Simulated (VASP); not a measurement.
# Ge (P-1) in VASP: single point with PBEsol

Aim: the single point of Ge with PBEsol.

All numbers are computed with VASP 6.6.1; they aren't measurements. Logs are shortened: lines on timing, memory, paths and dates and some standing lists are left out, and cuts for length are marked.

## (1) The cell of the first run

The typed cell holds 2 atoms: a = 4.275 Å, b = 4.159 Å, c = 4.144 Å, α = 61.09°, β = 59.27°, γ = 59.17°.

## (2) Single point, PBEsol (atoms moved at random and the cell strained at random)

Contents of INCAR:

```
ALGO = Normal
EDIFF = 1E-7
ENCUT = 520
GGA = PS
ISIF = 2
ISMEAR = 0
LASPH = True
LCHARG = True
LELF = True
LREAL = False
LVHAR = True
LWAVE = False
NBANDS = 21
NELM = 60
PREC = Accurate
SIGMA = 0.1
```

Contents of KPOINTS:

```
k-points
0
Gamma
  12 12 12
```

Contents of POSCAR:

```
Ge
1.0
   -0.0093066533      3.0177601237      3.0273213663
    2.8738040184      0.0121354233      3.0058792897
    2.8683444923      2.9908585210      0.0175949494
Ge
2
Direct
    0.4923040756      0.5027998034      0.5065364098
    0.7576959244      0.7472001966      0.7434635902
```

Potentials or basis: VASP PAW PBE potentials, release 64 (Ge_d).

The run is started by

```
$ cat potpaw_PBE.64/Ge_d/POTCAR > POTCAR
$ mpirun -np 1 vasp_std > vasp.out
```

OUTCAR:

```text
EDIFF = 1E-7
   ENCUT = 520
   GGA = PS
   ISIF = 2
   ISMEAR = 0
   LASPH = True
   LREAL = False
   NELM = 60
   PREC = Accurate

 ion  position               nearest neighbor table
   1  0.492  0.503  0.507-   2 2.53   2 2.56   2 2.57   2 2.59
   2  0.758  0.747  0.743-   1 2.53   1 2.56   1 2.57   1 2.59

  Warning from LATTYP: Got some problem with cell dimensions!
  Tried to take original basis but could not verify dimensions!
  LATTYP: Found a triclinic cell.
 ALAT       =     4.1586304367
 B/A-ratio  =     1.0278705111
 C/A-ratio  =     1.0145937312
 COS(alpha) =     0.0031811724
 COS(beta)  =     0.5107523142
 COS(gamma) =     0.5124625105

  Lattice vectors:

 A1 = (   2.8738040184,   0.0121354233,   3.0058792897)
 A2 = (  -0.0093066533,   3.0177601237,   3.0273213663)
 A3 = (   0.0054595261,  -2.9787230977,   2.9882843403)

Analysis of symmetry for initial positions (statically):
=====================================================================
 Subroutine PRICEL returns:
 Original cell was already a primitive cell.

 Routine SETGRP: Setting up the symmetry group for a
 triclinic supercell.

 Subroutine GETGRP returns: Found  2 space group operations
 (whereof  1 operations were pure point group operations)
 out of a pool of  2 trial point group operations.

The static configuration has the point symmetry C_1 .
 The point group associated with its full space group is S_2 .

Analysis of symmetry for dynamics (positions and initial velocities):
=====================================================================
 Subroutine PRICEL returns:
 Original cell was already a primitive cell.

 Routine SETGRP: Setting up the symmetry group for a
 triclinic supercell.

 Subroutine GETGRP returns: Found  2 space group operations
 (whereof  1 operations were pure point group operations)
 out of a pool of  2 trial point group operations.

The dynamic configuration has the point symmetry C_1 .
 The point group associated with its full space group is S_2 .

 Subroutine INISYM returns: Found  2 space group operations
 (whereof  1 operations are pure point group operations),
 and found     1 'primitive' translations

----------------------------------------------------------------------------------------

                                     Primitive cell

  volume of cell :      51.8648

  direct lattice vectors                    reciprocal lattice vectors
    -0.009306653  3.017760124  3.027321366    -0.173334347  0.165263101  0.165051007
     2.873804018  0.012135423  3.005879290     0.173551188 -0.167427026  0.167431773
     2.868344492  2.990858521  0.017594949     0.174189237  0.168281916 -0.167214932

  length of vectors
     4.274533592  4.158630437  4.144025145     0.290858253  0.293573197  0.294315352

  position of ions in fractional coordinates (direct lattice)
     0.492304076  0.502799803  0.506536410
     0.757695924  0.747200197  0.743463590

  ion indices of the primitive-cell ions
   primitive index   ion index
                 1           1
                 2           2

----------------------------------------------------------------------------------------

 KPOINTS: k-points

Automatic generation of k-mesh.
 Grid dimensions read from file:
 generate k-points for:   12   12   12

 Generating k-lattice:

  Cartesian coordinates                     Fractional coordinates (reciprocal lattice)
    -0.014444529  0.013771925  0.013754251     0.083333333 -0.000000000 -0.000000000
     0.014462599 -0.013952252  0.013952648     0.000000000  0.083333333 -0.000000000
     0.014515770  0.014023493 -0.013934578     0.000000000  0.000000000  0.083333333

  Length of vectors
     0.024238188  0.024464433  0.024526279

  Shift w.r.t. Gamma in fractional coordinates (k-lattice)
     0.000000000  0.000000000  0.000000000

 Subroutine IBZKPT returns following result:
 ===========================================

 Found    868 irreducible k-points:

 Following reciprocal coordinates:
            Coordinates               Weight
  0.000000  0.000000  0.000000      1.000000
  0.083333  0.000000 -0.000000      2.000000
  0.166667 -0.000000 -0.000000      2.000000
  0.250000  0.000000  0.000000      2.000000
  0.333333  0.000000 -0.000000      2.000000
  0.416667 -0.000000  0.000000      2.000000
[... 16 lines left out ...]
  0.250000  0.166667  0.000000      2.000000
  0.333333  0.166667 -0.000000      2.000000
 [... further k-points ...]
   k-points           NKPTS =    868   k-points in BZ     NKDIM =    868   number of bands    NBANDS=     21
   number of dos      NEDOS =    301   number of ions     NIONS =      2
   total plane-waves  NPLWV =  32768
   dimension x,y,z NGX =    32 NGY =   32 NGZ =   32
   dimension x,y,z NGXF=    64 NGYF=   64 NGZF=   64
   ions per type =               2
   NGX,Y,Z   is equivalent  to a cutoff of  12.45, 12.79, 12.84 a.u.
   NGXF,Y,Z  is equivalent  to a cutoff of  24.89, 25.58, 25.67 a.u.
 SYSTEM =  unknown system
   PREC   = accura    normal or accurate (medium, high low for compatibility)
   ISTART =      0    job   : 0-new  1-cont  2-samecut
   ICHARG =      2    charge: 1-file 2-atom 10-const
   ISPIN  =      1    spin polarized calculation?
   LNONCOLLINEAR =      F non collinear calculations
   LSORBIT =      F    spin-orbit coupling
   LASPH  =      T    aspherical Exc in radial PAW
   ENCUT  =  520.0 eV  38.22 Ry    6.18 a.u.   7.95  7.73  7.71*2*pi/ulx,y,z
   NELM   =     60;   NELMIN=  2; NELMDL= -5     # of ELM steps
   EDIFF  = 0.1E-06   stopping-criterion for ELM
   LREAL  =      F    real-space projection
   EDIFFG = 0.1E-05   stopping-criterion for IOM
   NSW    =      0    number of steps for IOM
   IBRION =     -1    ionic relax: 0-MD 1-quasi-New 2-CG
   NFREE  =      0    steps in history (QN), initial steepest desc. (CG)
   ISIF   =      2    stress and relaxation
   ISYM   =      2    0-nonsym 1-usesym 2-fastsym
   POTIM  = 0.5000    time-step for ionic-motion
   TEBEG  =    0.0;   TEEND  =   0.0 temperature during run
   PSTRESS=    0.0 pullay stress
   NELECT =      28.0000    total number of electrons
   NUPDOWN=      -1.0000    fix difference up-down
   EMIN   =  10.00;   EMAX   =-10.00  energy-range for DOS
   EFERMI =   0.00;   METHOD = LEGACY
   ISMEAR =     0;   SIGMA  =   0.10  broadening in eV -4-tet -1-fermi 0-gaus
   EFERMI_NEDOS =   21; number of points for ismear=-14 and -15
   IALGO  =     38    algorithm
   IMIX   =      4    mixing-type and parameters
     AMIX     =   0.40;   BMIX     =  1.00
     AMIX_MAG =   1.60;   BMIX_MAG =  1.00
  volume/ion in A,a.u.               =      25.93       175.00
  Fermi-wavevector in a.u.,A,eV,Ry     =   1.333020  2.519043 24.176770  1.776942
  Thomas-Fermi vector in A             =   2.461910
   LORBIT       =      0    0 simple, 1 ext, 2 COOP (PROOUT), +10 PAW based schemes
   GGA     = PS    functional components
   LHFCALC =     F    Hartree Fock is set to
   AEXX    =    0.0000 exact exchange contribution
   IVDW    =     0    specifies the selected vdW correction
   LEPSILON=     F    determine dielectric tensor
   LRPA    =     F    only Hartree local field effects (RPA)
 non-spin polarized calculation
 Gauss-broadening in eV      SIGMA  =   0.10
  energy-cutoff  :      520.00
  volume of cell :       51.86
 maximum number of plane-waves:      1410
   NGX = 15   NGY = 15   NGZ = 15

 number of electron      28.0000003 magnetization

 Free energy of the ion-electron system (eV)
  ---------------------------------------------------
  ext. energy  EPLUGINS =         0.00000000
  ---------------------------------------------------
  free energy    TOTEN  =        -9.71387776 eV

  energy without entropy =       -9.71314988  energy(sigma->0) =       -9.71351382

 E-fermi :   3.5650     XC(G=0):  -9.5060

 val. band max:        3.5528577356   @ k =   0.0833   0.1667   0.0833
 cond. band min:       3.5672287059   @ k =  -0.0833  -0.0000   0.0833
 fundamental gap:      0.0143709703
 Fermi energy:         3.5649607069

 k-point     1 :       0.0000    0.0000    0.0000
  band No.  band energies     occupation
      1     -20.9961      2.00000
      2     -20.9881      2.00000
      3     -20.9861      2.00000
      4     -20.9632      2.00000
      5     -20.9626      2.00000
      6     -20.8216      2.00000
[... 13 lines left out ...]
     20      12.3623      0.00000
     21      13.0710      0.00000

 k-point     2 :       0.0833    0.0000   -0.0000
  band No.  band energies     occupation
      1     -20.9969      2.00000
      2     -20.9914      2.00000
      3     -20.9896      2.00000
      4     -20.9585      2.00000
      5     -20.9580      2.00000
      6     -20.8283      2.00000
[... 13 lines left out ...]
     20      11.9313      0.00000
     21      12.4557      0.00000

 k-point     3 :       0.1667   -0.0000   -0.0000
  band No.  band energies     occupation
      1     -21.0016      2.00000
      2     -20.9955      2.00000
      3     -20.9939      2.00000
      4     -20.9494      2.00000
      5     -20.9492      2.00000
      6     -20.8367      2.00000
[... 13 lines left out ...]
     20      11.5285      0.00000
     21      11.8816      0.00000

 k-point     4 :       0.2500    0.0000    0.0000
  band No.  band energies     occupation
      1     -21.0078      2.00000
      2     -21.0000      2.00000
      3     -20.9945      2.00000
      4     -20.9416      2.00000
      5     -20.9403      2.00000
      6     -20.8434      2.00000
[... 13 lines left out ...]
     20      11.6079      0.00000
     21      11.7939      0.00000

 k-point     5 :       0.3333    0.0000   -0.0000
  band No.  band energies     occupation
      1     -21.0123      2.00000
      2     -21.0028      2.00000
      3     -20.9948      2.00000
      4     -20.9365      2.00000
      5     -20.9337      2.00000
      6     -20.8476      2.00000
[... 13 lines left out ...]
     20      12.1313      0.00000
     21      12.2616      0.00000
[... 382 lines left out ...]
     20      10.9140      0.00000
     21      12.6351      0.00000

 k-point    22 :       0.1667    0.1667   -0.0000
  band No.  band energies     occupation
      1     -21.0037      2.00000
      2     -20.9973      2.00000
      3     -20.9922      2.00000
      4     -20.9523      2.00000
      5     -20.9356      2.00000
      6     -20.8561      2.00000
[... 13 lines left out ...]
     20      11.2736      0.00000
     21      13.2898      0.00000

 k-point    23 :       0.2500    0.1667    0.0000
  band No.  band energies     occupation
      1     -21.0086      2.00000
      2     -21.0006      2.00000
      3     -20.9950      2.00000
      4     -20.9449      2.00000
      5     -20.9248      2.00000
      6     -20.8663      2.00000
[... 13 lines left out ...]
     20      12.0764      0.00000
     21      13.2382      0.00000

 k-point    24 :       0.3333    0.1667   -0.0000
  band No.  band energies     occupation
      1     -21.0158      2.00000
      2     -21.0053      2.00000
      3     -20.9908      2.00000
      4     -20.9371      2.00000
      5     -20.9165      2.00000
      6     -20.8725      2.00000
[... 13 lines left out ...]
     20      12.6625      0.00000
     21      13.4314      0.00000

 [... further k-points ...]
[... 5 lines left out ...]
  --------------------------------------------------------------------------------------
  -------------------------------------------------------------------------------------
  Total       -1.5142905     -2.2534503     -2.3252454     -0.0467360      0.0444124     -0.0173144
  in kB      -46.7786116    -69.6123197    -71.8301723     -1.4437409      1.3719636     -0.5348666
  external PRESSURE =     -62.7403679 kB  Pullay stress =       0.0000000 kB

 VOLUME and BASIS-vectors are now :
 -----------------------------------------------------------------------------
  energy-cutoff  :      520.00
  volume of cell :       51.86
      direct lattice vectors                 reciprocal lattice vectors
    -0.009306653  3.017760124  3.027321366    -0.173334347  0.165263101  0.165051007
     2.873804018  0.012135423  3.005879290     0.173551188 -0.167427026  0.167431773
     2.868344492  2.990858521  0.017594949     0.174189237  0.168281916 -0.167214932

 POSITION                                       TOTAL-FORCE (eV/Angst)
 -----------------------------------------------------------------------------------
      2.89329      3.00674      3.01063        -0.351479      0.064233      0.201306
      4.27277      4.51921      4.55286         0.351479     -0.064233     -0.201306
 -----------------------------------------------------------------------------------
    total drift:                                0.000000      0.000000      0.000000

  FREE ENERGIE OF THE ION-ELECTRON SYSTEM (eV)
  ---------------------------------------------------
  free  energy   TOTEN  =        -9.7138777611 eV

  energy  without entropy=       -9.7131498823  energy(sigma->0) =       -9.71351382
```

It took 6.1 min on 1 thread of Intel Xeon 6975P-C (Granite Rapids), shared host; peak memory 0.76 GiB.

What came out:

```yaml
Free_energy: -9.7139 eV
Pressure: -6.3 GPa
Largest_force: 0.410 eV/Å
Band_gap_on_the_k_mesh: zero (band 14 reaches 3.74 eV, above the bottom of band 15 at 3.17 eV)
```

Forces in eV/Å, atoms in the order of the input:
```
Ge  -0.351  0.064  0.201
Ge   0.351 -0.064 -0.201
```

Stress tensor (GPa, compression positive):
```
-4.68 -0.14 -0.05
-0.14 -6.96  0.14
-0.05  0.14 -7.18
```

Caveat: the cell differs from its parent crystal (atoms moved at random and the cell strained at random); the PAW data sets were made with another functional, which shifts forces and pressure a little.
